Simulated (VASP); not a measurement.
Input of a VASP 6.6.1 run:

Contents of INCAR:

```
PREC     = Accurate       # precision mode
ENCUT    = 520            # plane-wave cutoff, eV
EDIFF    = 1E-7           # SCF threshold, eV
ISMEAR   = 0              # smearing method
SIGMA    = 0.1            # smearing width, eV
LREAL    = F              # projectors in reciprocal space
LASPH    = T              # aspherical terms in the spheres
NELM     = 100            # most SCF steps
ALGO     = Normal         # electronic algorithm
ISIF     = 2              # what is computed and relaxed
LWAVE    = F              # write WAVECAR
LCHARG   = F              # write CHGCAR
GGA      = PE             # functional
NBANDS   = 12             # bands
```

The input KPOINTS:

```
regular mesh
0
Gamma
  8 8 8
```

The input POSCAR:

```
Al
1.0
   -1.4240770500      2.0445978800      4.2651814900
    1.4240770500     -2.0445978800      4.2651814900
    1.4240770500      2.0445978800     -4.2651814900
Al
3
Direct
    0.0000000000      0.0000000000      0.0000000000
    0.3347968800      0.3347968800      0.0000000000
    0.6652031200      0.6652031200      0.0000000000
```

Potentials or basis: VASP PAW PBE potentials, release 64 (Al).

Run with:

```bash
$ cat potpaw_PBE.64/Al/POTCAR > POTCAR
$ mpirun -np 1 vasp_std > vasp.out
```

(1) Estimate the pressure.

(2) What does it give for the largest force?

(3) Predict the band gap on the k mesh.

Results:

(1) -0.4 GPa.

(2) 0.090 eV/Å.

(3) zero (an odd number of electrons rules out a gap without spin polarisation).
